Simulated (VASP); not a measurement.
GaSb3: single point with PBE+D3(BJ)

The system is GaSb3.

```xyz
4
Lattice="0.0000 3.5932 3.6479 3.7026 0.0000 3.6479 3.7026 3.5932 0.0000" Properties=species:S:1:pos:R:3 pbc="T T T"
Ga    0.0000    0.0000    0.0000
Sb    1.8513    1.7966    1.8239
Sb    5.5539    5.3898    5.4718
Sb    3.7026    3.5932    3.6479
```

This cell differs from its parent crystal: strain +0.0150 x Voigt [1, -1, 0, 0, 0, 0].

* Program: VASP 6.6.1
* Task: single point
* Functional: PBE
* Dispersion: D3(BJ)
* Potentials or basis: VASP PAW PBE potentials, release 64 (Ga_d, Sb)
* Cutoff: 520 eV
* k mesh: 12 × 12 × 12
* Occupations: gaussian, width 0.15 eV
* Spin: no spin polarisation

* Pressure: 0.3 GPa
* Band gap on the k mesh: zero (band 14 reaches 9.93 eV, above the bottom of band 15 at 5.73 eV)
* Dispersion energy per atom: -0.479 eV

Stress tensor (GPa, compression positive):
```
0.15 0.00 0.00
0.00 0.46 0.00
0.00 0.00 0.38
```

Levels at points of the mesh, in eV from the Fermi level:
```tsv
k point	band 11	band 12	band 13	band 14	band 15	band 16	band 17	band 18
(0.00, 0.00, 0.00)	-2.75	-2.65	-2.62	-2.56	-2.53	-0.94	-0.79	-0.60
(0.50, 0.00, 0.00)	-3.72	-2.86	-2.77	-0.21	0.13	2.06	2.31	2.92
(0.50, 0.50, 0.00)	-5.50	0.87	0.91	1.23	1.44	1.75	2.27	2.29
(0.50, 0.00, 0.50)	-5.56	0.78	0.99	1.07	1.24	1.85	2.11	2.45
(0.00, 0.50, 0.50)	-5.47	0.98	1.09	1.37	1.42	1.92	2.09	2.19
```

Wall time 7.6 min on 1 thread of Intel(R) Xeon(R) Platinum 8488C (Sapphire Rapids), with other jobs on the host, peak memory 0.67 GiB.

Caveat: the cell differs from its parent crystal (strain +0.0150 x Voigt [1, -1, 0, 0, 0, 0]); spin-orbit coupling is left out, which moves the levels of the heavy elements; pairwise dispersion overbinds metals, which lowers pressure and volume.
